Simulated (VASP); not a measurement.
# WC (Amm2) in VASP: a series of runs

Runs on WC. Level: PBEsol. Tasks: single point.

Everything below comes from runs of VASP 6.6.1. Logs are shortened: lines on timing, memory, paths and dates and some standing lists are left out, and cuts for length are marked.

## 1. The cell of the first run

It takes space group Amm2 (No. 38, orthorhombic). Conventional cell: a = 2.828 Å, b = 2.927 Å, c = 5.020 Å, α = 90.00°, β = 90.00°, γ = 90.00°. W (site symmetry mm2) has 6 C at 2.19 to 2.20 Å and 8 W at 2.83 to 2.93 Å within 3.0 Å. C (site symmetry mm2) has 6 W at 2.19 to 2.20 Å and 8 C at 2.83 to 2.93 Å within 3.0 Å.

## 2. Single point, PBEsol (strain +0.0100 x Voigt [1, 0, 0, 0, 0, 0])

Input file INCAR:

```
SYSTEM = WC
PREC = Accurate
ENCUT = 520
EDIFF = 1E-6
ISMEAR = 0
SIGMA = 0.15
LREAL = .FALSE.
LASPH = .TRUE.
NELM = 60
ALGO = Normal
ISIF = 2
LWAVE = .FALSE.
LCHARG = .FALSE.
GGA = PS
NBANDS = 16
```

Input file KPOINTS:

```
Automatic mesh
0
G
  24 24 22
  0 0 0
```

Input file POSCAR:

```
WC
1.0
    2.9273978030      0.0000000000      0.0000000000
   -1.4636989015      2.5100998657      0.0000000000
    0.0000000000      0.0000000000      2.8276119040
W C
1 1
Direct
    0.0000000000      0.0000000000      0.0000000000
    0.6666666667      0.3333333333      0.5000000000
```

Potentials or basis: VASP PAW PBE potentials, release 64 (W_sv, C).

Started as:

```sh
cat potpaw_PBE.64/W_sv/POTCAR potpaw_PBE.64/C/POTCAR > POTCAR
mpirun -np 1 vasp_std > vasp.out
```

OUTCAR:

```text
SYSTEM = WC
   PREC = Accurate
   ENCUT = 520
   EDIFF = 1E-6
   ISMEAR = 0
   LREAL = .FALSE.
   LASPH = .TRUE.
   NELM = 60
   ISIF = 2
   GGA = PS

 ion  position               nearest neighbor table
   1  0.000  0.000  0.000-   2 2.19   2 2.19   2 2.20   2 2.20   2 2.20   2 2.20
   2  0.667  0.333  0.500-   1 2.19   1 2.19   1 2.20   1 2.20   1 2.20   1 2.20

  Warning from LATTYP: Monoclinic adjustment (A1->A3, A2->A1, A3->A2)!
  LATTYP: Found a base centered orthorhombic cell.
 ALAT       =     2.9273978030
 B/A-ratio  =     1.7149017897
 C/A-ratio  =     0.9659131059

  Lattice vectors:

 A1 = (   1.4636989015,  -2.5100998657,   0.0000000000)
 A2 = (   1.4636989015,   2.5100998657,   0.0000000000)
 A3 = (   0.0000000000,   0.0000000000,   2.8276119040)

Analysis of symmetry for initial positions (statically):
=====================================================================
 Subroutine PRICEL returns:
 Original cell was already a primitive cell.

 Routine SETGRP: Setting up the symmetry group for a
 base centered orthorhombic supercell.

 Subroutine GETGRP returns: Found  4 space group operations
 (whereof  4 operations were pure point group operations)
 out of a pool of  8 trial point group operations.

The static configuration has the point symmetry C_2v.

Analysis of symmetry for dynamics (positions and initial velocities):
=====================================================================
 Subroutine PRICEL returns:
 Original cell was already a primitive cell.

 Routine SETGRP: Setting up the symmetry group for a
 base centered orthorhombic supercell.

 Subroutine GETGRP returns: Found  4 space group operations
 (whereof  4 operations were pure point group operations)
 out of a pool of  8 trial point group operations.

The dynamic configuration has the point symmetry C_2v.

 Subroutine INISYM returns: Found  4 space group operations
 (whereof  4 operations are pure point group operations),
 and found     1 'primitive' translations

----------------------------------------------------------------------------------------

                                     Primitive cell

  volume of cell :      20.7775

  direct lattice vectors                    reciprocal lattice vectors
     2.927397803  0.000000000  0.000000000     0.341600311  0.199195262  0.000000000
    -1.463698901  2.510099866  0.000000000     0.000000000  0.398390524  0.000000000
     0.000000000  0.000000000  2.827611904     0.000000000  0.000000000  0.353655323

  length of vectors
     2.927397803  2.905686805  2.827611904     0.395435867  0.398390524  0.353655323

  position of ions in fractional coordinates (direct lattice)
     0.000000000  0.000000000  0.000000000
     0.666666667  0.333333333  0.500000000

  ion indices of the primitive-cell ions
   primitive index   ion index
                 1           1
                 2           2

----------------------------------------------------------------------------------------

 KPOINTS: Automatic mesh

Automatic generation of k-mesh.
 Grid dimensions read from file:
 generate k-points for:   24   24   22

 Generating k-lattice:

  Cartesian coordinates                     Fractional coordinates (reciprocal lattice)
     0.014233346  0.008299803  0.000000000     0.041666667 -0.000000000  0.000000000
     0.000000000  0.016599605  0.000000000     0.000000000  0.041666667  0.000000000
     0.000000000  0.000000000  0.016075242     0.000000000  0.000000000  0.045454545

  Length of vectors
     0.016476494  0.016599605  0.016075242

  Shift w.r.t. Gamma in fractional coordinates (k-lattice)
     0.000000000  0.000000000  0.000000000

 Subroutine IBZKPT returns following result:
 ===========================================

 Found   1884 irreducible k-points:

 Following reciprocal coordinates:
            Coordinates               Weight
  0.000000  0.000000  0.000000      1.000000
  0.041667 -0.000000  0.000000      4.000000
  0.083333 -0.000000  0.000000      4.000000
  0.125000 -0.000000  0.000000      4.000000
  0.166667 -0.000000  0.000000      4.000000
  0.208333 -0.000000  0.000000      4.000000
[... 16 lines left out ...]
  0.375000  0.041667  0.000000      4.000000
  0.416667  0.041667  0.000000      4.000000
 [... further k-points ...]
   k-points           NKPTS =   1884   k-points in BZ     NKDIM =   1884   number of bands    NBANDS=     16
   number of dos      NEDOS =    301   number of ions     NIONS =      2
   total plane-waves  NPLWV =  13824
   dimension x,y,z NGX =    24 NGY =   24 NGZ =   24
   dimension x,y,z NGXF=    48 NGYF=   48 NGZF=   48
   ions per type =               1   1
   NGX,Y,Z   is equivalent  to a cutoff of  13.63, 13.73, 14.11 a.u.
   NGXF,Y,Z  is equivalent  to a cutoff of  27.26, 27.46, 28.22 a.u.
 SYSTEM =  WC
   PREC   = accura    normal or accurate (medium, high low for compatibility)
   ISTART =      0    job   : 0-new  1-cont  2-samecut
   ICHARG =      2    charge: 1-file 2-atom 10-const
   ISPIN  =      1    spin polarized calculation?
   LNONCOLLINEAR =      F non collinear calculations
   LSORBIT =      F    spin-orbit coupling
   LASPH  =      T    aspherical Exc in radial PAW
   ENCUT  =  520.0 eV  38.22 Ry    6.18 a.u.   5.44  5.40  5.26*2*pi/ulx,y,z
   NELM   =     60;   NELMIN=  2; NELMDL= -5     # of ELM steps
   EDIFF  = 0.1E-05   stopping-criterion for ELM
   LREAL  =      F    real-space projection
   EDIFFG = 0.1E-04   stopping-criterion for IOM
   NSW    =      0    number of steps for IOM
   IBRION =     -1    ionic relax: 0-MD 1-quasi-New 2-CG
   NFREE  =      0    steps in history (QN), initial steepest desc. (CG)
   ISIF   =      2    stress and relaxation
   ISYM   =      2    0-nonsym 1-usesym 2-fastsym
   POTIM  = 0.5000    time-step for ionic-motion
   TEBEG  =    0.0;   TEEND  =   0.0 temperature during run
   PSTRESS=    0.0 pullay stress
   NELECT =      18.0000    total number of electrons
   NUPDOWN=      -1.0000    fix difference up-down
   EMIN   =  10.00;   EMAX   =-10.00  energy-range for DOS
   EFERMI =   0.00;   METHOD = LEGACY
   ISMEAR =     0;   SIGMA  =   0.15  broadening in eV -4-tet -1-fermi 0-gaus
   EFERMI_NEDOS =   21; number of points for ismear=-14 and -15
   IALGO  =     38    algorithm
   IMIX   =      4    mixing-type and parameters
     AMIX     =   0.40;   BMIX     =  1.00
     AMIX_MAG =   1.60;   BMIX_MAG =  1.00
  volume/ion in A,a.u.               =      10.39        70.11
  Fermi-wavevector in a.u.,A,eV,Ry     =   1.560636  2.949173 33.138121  2.435583
  Thomas-Fermi vector in A             =   2.663819
   LORBIT       =      0    0 simple, 1 ext, 2 COOP (PROOUT), +10 PAW based schemes
   GGA     = PS    functional components
   LHFCALC =     F    Hartree Fock is set to
   AEXX    =    0.0000 exact exchange contribution
   IVDW    =     0    specifies the selected vdW correction
   LEPSILON=     F    determine dielectric tensor
   LRPA    =     F    only Hartree local field effects (RPA)
 non-spin polarized calculation
 Gauss-broadening in eV      SIGMA  =   0.15
  energy-cutoff  :      520.00
  volume of cell :       20.78
 maximum number of plane-waves:       581
 NGX is ok and might be reduce to    24
   NGX = 11   NGY = 11   NGZ = 11

 number of electron      18.0000001 magnetization

 Free energy of the ion-electron system (eV)
  ---------------------------------------------------
  ext. energy  EPLUGINS =         0.00000000
  ---------------------------------------------------
  free energy    TOTEN  =       -23.89829852 eV

  energy without entropy =      -23.89485034  energy(sigma->0) =      -23.89657443

 E-fermi :  10.9205     XC(G=0): -13.9199

 val. band max:       10.9080264757   @ k =   0.0000   0.0417   0.0455
 cond. band min:      10.9205339059   @ k =   0.0833   0.4583   0.4091
 fundamental gap:      0.0125074302
 Fermi energy:        10.9204690450

 k-point     1 :       0.0000    0.0000    0.0000
  band No.  band energies     occupation
      1     -63.0213      2.00000
      2     -26.9970      2.00000
      3     -26.9218      2.00000
      4     -26.9020      2.00000
      5      -3.5061      2.00000
      6       6.5972      2.00000
[... 8 lines left out ...]
     15      25.2359      0.00000
     16      27.4689      0.00000

 k-point     2 :       0.0417   -0.0000    0.0000
  band No.  band energies     occupation
      1     -63.0203      2.00000
      2     -26.9952      2.00000
      3     -26.9341      2.00000
      4     -26.9073      2.00000
      5      -3.4603      2.00000
      6       6.6138      2.00000
[... 8 lines left out ...]
     15      25.1176      0.00000
     16      27.6419      0.00000

 k-point     3 :       0.0833   -0.0000    0.0000
  band No.  band energies     occupation
      1     -63.0175      2.00000
      2     -26.9898      2.00000
      3     -26.9743      2.00000
      4     -26.9186      2.00000
      5      -3.3247      2.00000
      6       6.6296      2.00000
[... 8 lines left out ...]
     15      24.8760      0.00000
     16      27.9749      0.00000

 k-point     4 :       0.1250   -0.0000    0.0000
  band No.  band energies     occupation
      1     -63.0130      2.00000
      2     -27.0398      2.00000
      3     -26.9813      2.00000
      4     -26.9341      2.00000
      5      -3.1053      2.00000
      6       6.5098      2.00000
[... 8 lines left out ...]
     15      24.6598      0.00000
     16      28.4347      0.00000
[... 324 lines left out ...]
 k-point    22 :       0.3333    0.0417    0.0000
  band No.  band energies     occupation
      1     -62.9756      2.00000
      2     -27.5652      2.00000
      3     -27.0635      2.00000
      4     -26.9093      2.00000
      5      -0.9701      2.00000
      6       4.4506      2.00000
[... 8 lines left out ...]
     15      25.6902      0.00000
     16      27.3693      0.00000

 k-point    23 :       0.3750    0.0417    0.0000
  band No.  band energies     occupation
      1     -62.9704      2.00000
      2     -27.6342      2.00000
      3     -27.0808      2.00000
      4     -26.8994      2.00000
      5      -0.5996      2.00000
      6       4.1828      2.00000
[... 8 lines left out ...]
     15      24.9700      0.00000
     16      27.8254      0.00000

 k-point    24 :       0.4167    0.0417    0.0000
  band No.  band energies     occupation
      1     -62.9668      2.00000
      2     -27.6823      2.00000
      3     -27.0932      2.00000
      4     -26.8924      2.00000
      5      -0.3151      2.00000
      6       3.9890      2.00000
[... 8 lines left out ...]
     15      24.2473      0.00000
     16      28.4047      0.00000

 [... further k-points ...]

------------------------ aborting loop because EDIFF is reached ----------------------------------------

  FORCE on cell =-STRESS in cart. coord.  units (eV):
  Direction    XX          YY          ZZ          XY          YZ          ZX
  --------------------------------------------------------------------------------------
  -------------------------------------------------------------------------------------
  Total       -0.7792200     -0.1248539     -0.0669407      0.0000000      0.0000000      0.0000000
  in kB      -60.0866655     -9.6276503     -5.1618817      0.0000000      0.0000000      0.0000000
  external PRESSURE =     -24.9587325 kB  Pullay stress =       0.0000000 kB

 VOLUME and BASIS-vectors are now :
 -----------------------------------------------------------------------------
  energy-cutoff  :      520.00
  volume of cell :       20.78
      direct lattice vectors                 reciprocal lattice vectors
     2.927397803  0.000000000  0.000000000     0.341600311  0.199195262  0.000000000
    -1.463698901  2.510099866  0.000000000     0.000000000  0.398390524  0.000000000
     0.000000000  0.000000000  2.827611904     0.000000000  0.000000000  0.353655323

 POSITION                                       TOTAL-FORCE (eV/Angst)
 -----------------------------------------------------------------------------------
      0.00000      0.00000      0.00000         0.000000      0.054867      0.000000
      1.46370      0.83670      1.41381        -0.000000     -0.054867      0.000000
 -----------------------------------------------------------------------------------
    total drift:                                0.000000     -0.000046     -0.000000

  FREE ENERGIE OF THE ION-ELECTRON SYSTEM (eV)
  ---------------------------------------------------
  free  energy   TOTEN  =       -23.8982985155 eV

  energy  without entropy=      -23.8948503421  energy(sigma->0) =      -23.89657443
```

Wall time 3.3 min (1 thread of Intel Xeon Platinum 8488C (Sapphire Rapids), shared host); peak memory 0.68 GiB.

Results:

* Free energy: -23.8983 eV
* Pressure: -2.5 GPa
* Largest force: 0.055 eV/Å
* Band gap on the k mesh: zero (bands 9 and 10 overlap by 1.33 eV)

Forces on the atoms (eV/Å):
```
W    0.000  0.055  0.000
C    0.000 -0.055  0.000
```

Stress tensor (GPa, compression positive):
```
-6.01  0.00  0.00
 0.00 -0.96  0.00
 0.00  0.00 -0.52
```

Levels at points of the mesh, in eV from the Fermi level:
```
           k point  band 5  band 6  band 7  band 8  band 9  band 10  band 11  band 12  band 13  band 14
(0.00, 0.00, 0.00)  -14.43   -4.32   -3.45   -3.29    0.16     3.21     3.25     5.62     5.71     6.35
(0.50, 0.00, 0.00)  -11.09   -7.06   -3.60   -3.55   -0.45     2.37     4.46     4.85     6.90     9.71
(0.00, 0.50, 0.00)  -11.04   -7.03   -3.56   -3.56   -0.54     2.29     4.50     4.85     6.87     9.72
(0.00, 0.00, 0.50)  -10.33   -8.66   -2.08   -2.04   -0.69    -0.50     3.78     4.43     4.56     9.97
(0.50, 0.00, 0.50)  -11.26   -6.46   -4.32   -4.17    0.26     4.37     5.33     6.66     9.19    10.06
(0.00, 0.50, 0.50)  -11.24   -6.47   -4.44   -4.16    0.37     4.43     5.37     6.61     9.22    10.20
```

Caveat: the cell differs from its parent crystal (strain +0.0100 x Voigt [1, 0, 0, 0, 0, 0]); the stress differs along the axes, from -6 to -1 GPa; the PAW data sets were made with another functional, which shifts forces and pressure a little; spin-orbit coupling is left out, which moves the levels of the heavy elements.

## 3. Single point, PBEsol (strain +0.0300 x Voigt [1, 0, 0, 0, 0, 0])

Input file INCAR:

```
SYSTEM = WC
PREC = Accurate
ENCUT = 520
EDIFF = 1E-6
ISMEAR = 0
SIGMA = 0.15
LREAL = .False.
LASPH = .True.
NELM = 80
ALGO = Normal
ISIF = 2
LWAVE = .False.
LCHARG = .False.
GGA = PS
NBANDS = 16
```

Input file KPOINTS:

```
Automatic mesh
0
Gamma
  24 24 22
  0 0 0
```

Input file POSCAR:

```
WC
1.0
    2.9853660763      0.0000000000      0.0000000000
   -1.4926830382      2.5100998657      0.0000000000
    0.0000000000      0.0000000000      2.8276119040
W C
1 1
Direct
    0.0000000000      0.0000000000      0.0000000000
    0.6666666667      0.3333333333      0.5000000000
```

Potentials or basis: VASP PAW PBE potentials, release 64 (W_sv, C).

Started as:

```sh
cat potpaw_PBE.64/W_sv/POTCAR potpaw_PBE.64/C/POTCAR > POTCAR
mpirun -np 1 vasp_std > vasp.out
```

Run time: 3.3 min. Hardware: 1 thread of Intel Xeon Platinum 8488C (Sapphire Rapids), shared host; peak memory 0.69 GiB.

Results (log left out):

| Property | Result |
| --- | --- |
| Free energy | -23.8660 eV |
| Pressure | -9.4 GPa |
| Largest force | 0.147 eV/Å |
| Band gap on the k mesh | zero (bands 9 and 10 overlap by 1.37 eV) |

Forces in eV/Å, atoms in the order of the input:
```
W    0.000  0.147  0.000
C    0.000 -0.147  0.000
```

Stress tensor (GPa, compression positive):
```
-19.04   0.00   0.00
  0.00  -5.29   0.00
  0.00   0.00  -3.88
```

Levels at points of the mesh, in eV from the Fermi level:
| k point | band 5 | band 6 | band 7 | band 8 | band 9 | band 10 | band 11 | band 12 | band 13 | band 14 |
| --- | --- | --- | --- | --- | --- | --- | --- | --- | --- | --- |
| (0.00, 0.00, 0.00) | -14.30 | -4.23 | -3.60 | -3.13 | 0.23 | 3.09 | 3.21 | 5.45 | 5.69 | 6.13 |
| (0.50, 0.00, 0.00) | -11.08 | -7.01 | -3.55 | -3.38 | -0.47 | 2.39 | 4.14 | 4.72 | 6.83 | 9.62 |
| (0.00, 0.50, 0.00) | -10.95 | -6.94 | -3.44 | -3.38 | -0.71 | 2.17 | 4.32 | 4.62 | 6.76 | 9.65 |
| (0.00, 0.00, 0.50) | -10.27 | -8.53 | -2.17 | -2.06 | -0.85 | -0.30 | 3.85 | 4.20 | 4.55 | 9.85 |
| (0.50, 0.00, 0.50) | -11.15 | -6.34 | -4.25 | -4.08 | 0.17 | 4.11 | 5.22 | 6.49 | 8.93 | 9.74 |
| (0.00, 0.50, 0.50) | -11.09 | -6.37 | -4.56 | -4.10 | 0.47 | 4.30 | 5.30 | 6.35 | 9.02 | 10.12 |

Caveat: the cell differs from its parent crystal (strain +0.0300 x Voigt [1, 0, 0, 0, 0, 0]); the stress differs along the axes, from -19 to -4 GPa; the PAW data sets were made with another functional, which shifts forces and pressure a little; spin-orbit coupling is left out, which moves the levels of the heavy elements.

## 4. Single point, PBEsol (strain +0.0400 x Voigt [1, 0, 0, 0, 0, 0])

Input file INCAR:

```
PREC = Accurate
ENCUT = 520
EDIFF = 1E-6
ISMEAR = 0
SIGMA = 0.15
LREAL = False
LASPH = True
NELM = 60
ALGO = Normal
ISIF = 2
LWAVE = False
LCHARG = False
GGA = PS
NBANDS = 16
```

Input file KPOINTS:

```
regular mesh
0
Gamma
  24 24 22
```

Input file POSCAR:

```
WC
1.0
    3.0143502130      0.0000000000      0.0000000000
   -1.5071751065      2.5100998657      0.0000000000
    0.0000000000      0.0000000000      2.8276119040
W C
1 1
Direct
    0.0000000000      0.0000000000      0.0000000000
    0.6666666667      0.3333333333      0.5000000000
```

Started as:

```sh
cat potpaw_PBE.64/W_sv/POTCAR potpaw_PBE.64/C/POTCAR > POTCAR
mpirun -np 1 vasp_std > vasp.out
```

Run time: 3.4 min. Hardware: 1 thread of Intel Xeon Platinum 8488C (Sapphire Rapids), shared host; peak memory 0.69 GiB.

It converged, with:

- Free energy: -23.8379 eV
- Pressure: -12.5 GPa
- Largest force: 0.185 eV/Å
- Band gap on the k mesh: zero (bands 9 and 10 overlap by 1.32 eV)

Forces on the atoms (eV/Å):
```
W    0.000  0.185  0.000
C    0.000 -0.185  0.000
```

Stress tensor (GPa, compression positive):
```
-24.84   0.00   0.00
  0.00  -7.34   0.00
  0.00   0.00  -5.39
```

Levels at points of the mesh, in eV from the Fermi level:
```
           k point  band 5  band 6  band 7  band 8  band 9  band 10  band 11  band 12  band 13  band 14
(0.00, 0.00, 0.00)  -14.24   -4.19   -3.67   -3.05    0.25     3.03     3.19     5.36     5.65     6.04
(0.50, 0.00, 0.00)  -11.07   -7.00   -3.53   -3.29   -0.48     2.39     3.96     4.66     6.78     9.58
(0.00, 0.50, 0.00)  -10.91   -6.90   -3.39   -3.30   -0.80     2.11     4.24     4.50     6.71     9.61
(0.00, 0.00, 0.50)  -10.24   -8.47   -2.21   -2.07   -0.93    -0.21     3.88     4.08     4.55     9.80
(0.50, 0.00, 0.50)  -11.11   -6.29   -4.23   -4.04    0.12     3.97     5.17     6.40     8.80     9.59
(0.00, 0.50, 0.50)  -11.03   -6.32   -4.63   -4.07    0.52     4.23     5.26     6.22     8.93    10.08
```

Caveat: the cell differs from its parent crystal (strain +0.0400 x Voigt [1, 0, 0, 0, 0, 0]); the stress differs along the axes, from -25 to -5 GPa; the PAW data sets were made with another functional, which shifts forces and pressure a little; spin-orbit coupling is left out, which moves the levels of the heavy elements.

## 5. Overview

| cell | gap on the mesh (eV) | pressure (GPa) | largest force (eV/Å) |
| --- | --- | --- | --- |
| a = 2.927, b = 2.906, c = 2.828 Å, angles 90.0, 90.0, 120.2°, 2 atoms | none | -2.5 | 0.05 |
| a = 2.985, b = 2.920, c = 2.828 Å, angles 90.0, 90.0, 120.7°, 2 atoms | none | -9.4 | 0.15 |
| a = 3.014, b = 2.928, c = 2.828 Å, angles 90.0, 90.0, 121.0°, 2 atoms | none | -12.5 | 0.19 |

Alike in all rows: task single point; level PBEsol; potentials or basis VASP PAW PBE potentials, release 64 (W_sv, C); no spin polarisation; k mesh 24 × 24 × 22; cutoff (eV) 520; smearing gaussian 0.15 eV.

Caveats: the PAW data sets were made with another functional, which shifts forces and pressure a little; spin-orbit coupling is left out, which moves the levels of the heavy elements; the stress differs along the axes, from -6 to -1 GPa (at least some runs); the stress differs along the axes, from -19 to -4 GPa (at least some runs); the stress differs along the axes, from -25 to -5 GPa (at least some runs).

Total energies depend on the potentials used, so only differences within one code and one set of settings carry meaning.
